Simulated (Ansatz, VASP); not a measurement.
**CsSnBr3: VASP beside Ansatz**

Contents of INCAR:

```
SYSTEM = CsSnBr3
ALGO = Normal
EDIFF = 1E-6
ENCUT = 500
GGA = PS
GGA_COMPAT = .FALSE.
ISIF = 2
ISMEAR = 0
LASPH = .TRUE.
LCHARG = .FALSE.
LREAL = .FALSE.
LWAVE = .FALSE.
NBANDS = 30
NELM = 120
PREC = Accurate
SIGMA = 0.03
```

The input KPOINTS:

```
k-points
0
G
  6 6 6
  0 0 0
```

File POSCAR:

```
CsSnBr3
1.0
    5.7627697376      0.0000000000      0.0000000000
    0.0000000000      5.7627697376      0.0000000000
    0.0000000000      0.0000000000      5.7627697376
Cs Sn Br
1 1 3
Direct
    0.0000000000      0.0000000000      0.0000000000
    0.5000000000      0.5000000000      0.5000000000
    0.5000000000      0.0000000000      0.5000000000
    0.5000000000      0.5000000000      0.0000000000
    0.0000000000      0.5000000000      0.5000000000
```

Input for Ansatz:

```yaml
crystal:
  lattice:
    - [5.7627697376, 0.0, 0.0]
    - [0.0, 5.7627697376, 0.0]
    - [0.0, 0.0, 5.7627697376]
  atoms:
    - { symbol: Cs, position: [0.0, 0.0, 0.0] }
    - { symbol: Sn, position: [0.5, 0.5, 0.5] }
    - { symbol: Br, position: [0.5, 0.0, 0.5] }
    - { symbol: Br, position: [0.5, 0.5, 0.0] }
    - { symbol: Br, position: [0.0, 0.5, 0.5] }
basis:
  ecutwfc: 420
kpoints:
  mp_grid: { grid: [6, 6, 6] }
hamiltonian:
  xc: pbesol
scf:
  occupations: { method: gaussian, width: 0.03 }
output:
  forces: true
  stress: true
  eigenvalues: true
  write_density: true
  write_potential: true
  elf: true
  volumetric_format: npy
```

Alike in both runs: task single point; functional PBEsol; k mesh 6 × 6 × 6; occupations gaussian, width 0.03 eV; no spin polarisation.

|  | VASP | Ansatz |
| --- | --- | --- |
| version | VASP 6.6.1 | Ansatz 0.2.0 |
| potentials or method | VASP PAW PBE potentials, release 64 (Cs_sv, Sn_d, Br), cutoff 500 eV | scalar-relativistic, plane waves, PAW |
| valence electrons in the cell | 44 | 44 |

```tsv
	VASP	Ansatz	Ansatz less VASP
gap on the k mesh at the Fermi level (eV)	0.21	0.21	+0.005
least direct gap on the mesh (eV)	0.21	0.21	+0.005
pressure (GPa)	0.0	0.0	0.00
```

VASP's potentials were made for PBE, not for PBEsol.

Spin-orbit coupling is off throughout.
